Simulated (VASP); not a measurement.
# Ir in VASP: further runs, part 2 of 3

VASP 6.6.1. Earlier steps stand in the parts before.

### Step 3. Single point, PBEsol (strain -0.040 along x and y, -0.040 along z)

Input file INCAR:

```
PREC = Accurate
ENCUT = 520
EDIFF = 1E-6
ISMEAR = 0
SIGMA = 0.15
LREAL = F
LASPH = T
NELM = 80
ALGO = Normal
ISIF = 2
LWAVE = F
LCHARG = F
GGA = PS
NBANDS = 10
```

Input file KPOINTS:

```
Automatic mesh
0
Gamma
  22 22 22
```

Input file POSCAR:

```
Ir
1.0
    0.0000000000      1.8429120000      1.8429120000
    1.8429120000      0.0000000000      1.8429120000
    1.8429120000      1.8429120000      0.0000000000
Ir
1
Direct
    0.0000000000      0.0000000000      0.0000000000
```

Potentials or basis: VASP PAW PBE potentials, release 64 (Ir).

Launch:

```bash
$ cat potpaw_PBE.64/Ir/POTCAR > POTCAR
$ mpirun -np 1 vasp_std > vasp.out
```

OUTCAR:

```text
PREC = Accurate
   ENCUT = 520
   EDIFF = 1E-6
   ISMEAR = 0
   LREAL = F
   LASPH = T
   NELM = 80
   ISIF = 2
   GGA = PS

 ion  position               nearest neighbor table
   1  0.000  0.000  0.000-

  LATTYP: Found a face centered cubic cell.
 ALAT       =     3.6858240000

  Lattice vectors:

 A1 = (   0.0000000000,   1.8429120000,   1.8429120000)
 A2 = (   1.8429120000,   0.0000000000,   1.8429120000)
 A3 = (   1.8429120000,   1.8429120000,   0.0000000000)

Analysis of symmetry for initial positions (statically):
=====================================================================
 Subroutine PRICEL returns:
 Original cell was already a primitive cell.

 Routine SETGRP: Setting up the symmetry group for a
 face centered cubic supercell.

 Subroutine GETGRP returns: Found 48 space group operations
 (whereof 48 operations were pure point group operations)
 out of a pool of 48 trial point group operations.

The static configuration has the point symmetry O_h .

Analysis of symmetry for dynamics (positions and initial velocities):
=====================================================================
 Subroutine PRICEL returns:
 Original cell was already a primitive cell.

 Routine SETGRP: Setting up the symmetry group for a
 face centered cubic supercell.

 Subroutine GETGRP returns: Found 48 space group operations
 (whereof 48 operations were pure point group operations)
 out of a pool of 48 trial point group operations.

The dynamic configuration has the point symmetry O_h .

 Subroutine INISYM returns: Found 48 space group operations
 (whereof 48 operations are pure point group operations),
 and found     1 'primitive' translations

----------------------------------------------------------------------------------------

                                     Primitive cell

  volume of cell :      12.5183

  direct lattice vectors                    reciprocal lattice vectors
[... 103 lines left out ...]
   IMIX   =      4    mixing-type and parameters
     AMIX     =   0.40;   BMIX     =  1.00
     AMIX_MAG =   1.60;   BMIX_MAG =  1.00
  volume/ion in A,a.u.               =      12.52        84.48
  Fermi-wavevector in a.u.,A,eV,Ry     =   1.466587  2.771447 29.264451  2.150877
  Thomas-Fermi vector in A             =   2.582306
   LORBIT       =      0    0 simple, 1 ext, 2 COOP (PROOUT), +10 PAW based schemes
   GGA     = PS    functional components
   LHFCALC =     F    Hartree Fock is set to
   AEXX    =    0.0000 exact exchange contribution
   IVDW    =     0    specifies the selected vdW correction
   LEPSILON=     F    determine dielectric tensor
   LRPA    =     F    only Hartree local field effects (RPA)
 non-spin polarized calculation
 Gauss-broadening in eV      SIGMA  =   0.15
  energy-cutoff  :      520.00
  volume of cell :       12.52
 maximum number of plane-waves:       349
   NGX =  9   NGY =  9   NGZ =  9

 number of electron       9.0000000 magnetization

 Free energy of the ion-electron system (eV)
  ---------------------------------------------------
  ext. energy  EPLUGINS =         0.00000000
  ---------------------------------------------------
  free energy    TOTEN  =        -9.55127352 eV

  energy without entropy =       -9.54137629  energy(sigma->0) =       -9.54632490

 E-fermi :  12.4834     XC(G=0): -14.8286

 val. band max:       12.4825187328   @ k =   0.3636   0.2273   0.0000
 cond. band min:      12.4947409663   @ k =  -0.1818   0.1364   0.0455
 fundamental gap:      0.0122222336
 Fermi energy:        12.4833533484

 k-point     1 :       0.0000    0.0000    0.0000
  band No.  band energies     occupation
      1      -0.0558      2.00000
      2       7.8074      2.00000
      3       7.8074      2.00000
      4       7.8074      2.00000
      5      11.0984      2.00000
      6      11.0984      2.00000
      7      26.5105      0.00000
      8      32.8419      0.00000
      9      32.8419      0.00000
     10      32.8419      0.00000
[... 287 lines left out ...]
 k-point    24 :      -0.4545    0.0455    0.0000
  band No.  band energies     occupation
      1       3.0699      2.00000
      2       7.5963      2.00000
      3       7.7507      2.00000
      4      10.8627      2.00000
      5      13.4868      0.00000
      6      14.1187      0.00000
      7      21.2491      0.00000
      8      26.3444      0.00000
      9      33.1353      0.00000
     10      33.5949      0.00000

 [... further k-points ...]
[... 5 lines left out ...]
  --------------------------------------------------------------------------------------
  -------------------------------------------------------------------------------------
  Total        4.8434201      4.8434201      4.8434201      0.0000000      0.0000000      0.0000000
  in kB      619.8961429    619.8961429    619.8961429      0.0000000      0.0000000      0.0000000
  external PRESSURE =     619.8961429 kB  Pullay stress =       0.0000000 kB

 VOLUME and BASIS-vectors are now :
 -----------------------------------------------------------------------------
  energy-cutoff  :      520.00
  volume of cell :       12.52
      direct lattice vectors                 reciprocal lattice vectors
     0.000000000  1.842912000  1.842912000    -0.271309753  0.271309753  0.271309753
     1.842912000  0.000000000  1.842912000     0.271309753 -0.271309753  0.271309753
     1.842912000  1.842912000  0.000000000     0.271309753  0.271309753 -0.271309753

 POSITION                                       TOTAL-FORCE (eV/Angst)
 -----------------------------------------------------------------------------------
      0.00000      0.00000      0.00000         0.000000      0.000000      0.000000
 -----------------------------------------------------------------------------------
    total drift:                                0.000000      0.000000      0.000000

  FREE ENERGIE OF THE ION-ELECTRON SYSTEM (eV)
  ---------------------------------------------------
  free  energy   TOTEN  =        -9.5512735171 eV

  energy  without entropy=       -9.5413762927  energy(sigma->0) =       -9.54632490
```

OSZICAR:

```text
N       E                     dE             d eps       ncg     rms          rms(c)
DAV:   1     0.485903695113E+02    0.48590E+02   -0.44783E+03  6616   0.837E+02
DAV:   2    -0.927576235425E+01   -0.57866E+02   -0.55283E+02  6736   0.205E+02
DAV:   3    -0.101103017566E+02   -0.83454E+00   -0.83209E+00  7646   0.296E+01
DAV:   4    -0.101177109661E+02   -0.74092E-02   -0.74075E-02  7532   0.258E+00
DAV:   5    -0.101178468627E+02   -0.13590E-03   -0.13589E-03  7834   0.326E-01    0.221E+01
DAV:   6    -0.967419462328E+01    0.44365E+00   -0.58809E-01  7448   0.964E+00    0.978E+00
DAV:   7    -0.955885606624E+01    0.11534E+00   -0.26708E-01  8476   0.594E+00    0.146E+00
DAV:   8    -0.955413789753E+01    0.47182E-02   -0.20657E-03  7224   0.569E-01    0.835E-01
DAV:   9    -0.955127344673E+01    0.28645E-02   -0.19976E-03  7238   0.662E-01    0.409E-02
DAV:  10    -0.955127210237E+01    0.13444E-05   -0.12267E-05  9510   0.348E-02    0.934E-03
DAV:  11    -0.955127356764E+01   -0.14653E-05   -0.63068E-07  4700   0.479E-03    0.581E-04
DAV:  12    -0.955127351706E+01    0.50583E-07   -0.21155E-08  3480   0.162E-03
   1 F= -.95512735E+01 E0= -.95463249E+01  d E =-.989722E-02
```

stdout:

```text
POSCAR found type information on POSCAR Ir
 POSCAR found :  1 types and       1 ions
 scaLAPACK will be used
 -----------------------------------------------------------------------------
|                                                                             |
|                                                                             |
|     You enforced a specific xc type in the INCAR file but a different       |
|     I HOPE YOU KNOW WHAT YOU ARE DOING!                                     |
|                                                                             |
 -----------------------------------------------------------------------------

 LDA part: xc-table for (Slater+PW92), standard interpolation
 POSCAR, INCAR and KPOINTS ok, starting setup
 FFT: planning ... GRIDC
 FFT: planning ... GRID_SOFT
 FFT: planning ... GRID
 WAVECAR not read
 entering main loop
```

Wall time 28 s (1 thread of Intel Xeon Platinum 8259CL at 2.50GHz (Skylake/Cascade Lake), shared host); peak memory 0.16 GiB.

Results:

* Free energy: -9.5513 eV
* Pressure: 62.0 GPa

Caveat: the cell differs from its parent crystal (strain -0.040 along x and y, -0.040 along z); the PAW data sets were made with another functional, which shifts forces and pressure a little; spin-orbit coupling is left out, which moves the levels of the heavy elements.

(Part 2 of 3 ends here.)
